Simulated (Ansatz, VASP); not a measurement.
**ZnCu: VASP beside Ansatz**

```
Zn Cu
1.0
     1.70565   -4.49388    0.00000
     1.70565    4.49388    0.00000
     0.00000    0.00000    3.39681
Zn Cu
2 2
Cartesian
  1.7057 1.3086 2.5476
  1.7057 -1.3086 0.8492
  1.7057 3.7964 2.5476
  1.7057 -3.7964 0.8492
```

Alike in both runs: task single point; functional PBE; k mesh 6 × 6 × 6; occupations gaussian, width 0.1 eV; no spin polarisation.

|  | VASP | Ansatz |
| --- | --- | --- |
| version | VASP 6.6.1 | Ansatz 0.2.0 |
| potentials or method | VASP PAW PBE potentials, release 64 (Zn, Cu), cutoff 520 eV | scalar-relativistic, plane waves, PAW |
| valence electrons in the cell | 46 | 62 |

VASP gave:

| Property | Result |
| --- | --- |
| gap on the k mesh at the Fermi level (eV) | none |
| pressure (GPa) | 15.7 |
| traceless stress, the component that is largest in VASP (GPa) | -7.56 |
| rms of the force components (eV/Å) | 0.717 |

Task: Which values does Ansatz return?

Result: gap on the k mesh at the Fermi level (eV): none; pressure (GPa): 15.2; traceless stress, the component that is largest in VASP (GPa): -7.54; rms of the force components (eV/Å): 0.711.

Atom by atom the forces differ by 0.007 eV/Å (rms over components). A gap of «none» marks a metal or a gap that the smearing closes. VASP's potentials hold 46 valence electrons a cell and Ansatz's 62, so a difference there can come from the potentials and not from the codes.
